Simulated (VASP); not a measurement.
**K3Zr2S: single point with PBE**

The system is K3Zr2S.

```xyz
6
Lattice="5.2759 0.0000 0.0000 -2.6379 4.5690 0.0000 0.0000 0.0000 8.6128" Properties=species:S:1:pos:R:3 pbc="T T T"
K     0.0000    3.0460    0.9888
K     2.6379    1.5230    7.6240
K     0.0000    0.0000    4.3064
Zr    0.0000    3.0460    4.8946
Zr    2.6379    1.5230    3.7182
S     0.0000    0.0000    0.0000
```

The cell was generated, and may not be a known phase.

| Item | Value |
| --- | --- |
| Program | VASP 6.6.1 |
| Task | single point |
| Functional | PBE |
| Potentials or basis | VASP PAW PBE potentials, release 64 (K_sv, Zr_sv, S) |
| Cutoff | 520 eV |
| k mesh | 6 × 6 × 2 |
| Occupations | gaussian, width 0.1 eV |
| Spin | collinear spin |
| Starting moments | [0.0, 0.0, 0.0, 1.0, 1.0, 0.0] μB |
| Dipole correction | no |
| Further INCAR settings | ALGO = Normal; EDIFF = 1e-07; NBANDS = 42 |

- Pressure: 0.9 GPa
- Largest force: 0.416 eV/Å
- Net moment: 3.33 μB per cell
- Site moments: K +0.01, +0.03 (each value once); Zr +0.84; S +0.01 μB
- Valence electrons inside the program's atomic spheres: K 7.58, 7.67 (each value once); Zr 9.82; S 3.67

Forces in eV/Å, atoms in the order of the input:
```
K    0.000  0.000  0.065
K    0.000  0.000 -0.065
K    0.000  0.000  0.000
Zr   0.000  0.000 -0.416
Zr   0.000  0.000  0.416
S    0.000  0.000  0.000
```

Stress tensor (GPa, compression positive):
```
 1.64  0.00  0.00
 0.00  1.64  0.00
 0.00  0.00 -0.70
```

Levels at points of the mesh, in eV from the Fermi level:
Spin up:
```tsv
k point	band 27	band 28	band 29	band 30	band 31	band 32	band 33	band 34
(0.00, 0.00, 0.00)	-0.82	-0.41	-0.40	-0.40	0.08	1.18	1.48	1.48
(0.50, 0.00, 0.00)	-1.08	-0.42	-0.41	-0.38	-0.35	0.92	1.13	1.18
(0.00, 0.00, 0.50)	-0.79	-0.76	-0.40	-0.40	0.20	0.63	1.40	1.40
(0.50, 0.00, 0.50)	-0.95	-0.66	-0.42	-0.33	-0.01	0.84	1.16	1.27
```
Spin down:
| k point | band 24 | band 25 | band 26 | band 27 | band 28 | band 29 | band 30 | band 31 |
| --- | --- | --- | --- | --- | --- | --- | --- | --- |
| (0.00, 0.00, 0.00) | -1.40 | -1.40 | -0.03 | -0.03 | 0.48 | 0.48 | 0.56 | 0.61 |
| (0.50, 0.00, 0.00) | -1.28 | -0.66 | -0.66 | -0.31 | 0.28 | 0.35 | 0.50 | 0.55 |
| (0.00, 0.00, 0.50) | -1.40 | -1.30 | -0.03 | -0.01 | -0.01 | 0.49 | 0.49 | 0.95 |
| (0.50, 0.00, 0.50) | -1.29 | -0.90 | -0.60 | -0.20 | 0.27 | 0.34 | 0.59 | 0.67 |

Wall time 6.1 min on 1 thread of Intel(R) Xeon(R) Platinum 8124M CPU @ 3.00GHz (Skylake/Cascade Lake), with other jobs on the host, peak memory 0.5 GiB.

Caveat: the k points lie up to 0.36 Å⁻¹ apart.
